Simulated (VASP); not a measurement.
A run of VASP 6.6.1 is set up as follows.

File INCAR:

```
PREC     = Accurate       # precision mode
ENCUT    = 520            # plane-wave cutoff, eV
EDIFF    = 1E-6           # SCF threshold, eV
ISMEAR   = -1             # smearing method
SIGMA    = 0.08           # smearing width, eV
LREAL    = False          # projectors in reciprocal space
LASPH    = True           # aspherical terms in the spheres
NELM     = 150            # most SCF steps
ALGO     = Normal         # electronic algorithm
ISIF     = 2              # what is computed and relaxed
LWAVE    = False          # write WAVECAR
LCHARG   = False          # write CHGCAR
ISPIN    = 2              # spin polarisation
MAGMOM   = 0.9 0.9        # initial moments
LORBIT   = 11             # projections on sites
NUPDOWN  = 1.8            # fixed moment
LMAXMIX  = 4              # l up to which the mixer works
GGA      = PE             # functional
NBANDS   = 23             # bands
```

KPOINTS

```
regular mesh
0
Gamma
  14 14 8
```

Contents of POSCAR:

```
ScNb
1.0
    3.0656443612      0.0000000000      0.0000000000
   -1.5328221806      2.6549258957      0.0000000000
    0.0000000000      0.0000000000      5.0721940000
Sc Nb
1 1
Direct
    0.0000000000      0.0000000000      0.0000000000
    0.3333333333      0.6666666667      0.5000000000
```

Potentials or basis: VASP PAW PBE potentials, release 64 (Sc_sv, Nb_sv).

Command:

```sh
$ cat potpaw_PBE.64/Sc_sv/POTCAR potpaw_PBE.64/Nb_sv/POTCAR > POTCAR
$ mpirun -np 1 vasp_std > vasp.out
```

**Question.** What does it give for the pressure?

**Answer.** 1.4 GPa.

Stress tensor (GPa, compression positive):
```
1.16 0.00 0.00
0.00 1.16 0.00
0.00 0.00 1.75
```

Caveat: the total moment is fixed, so each spin has its own Fermi level and the state may be an excited one.
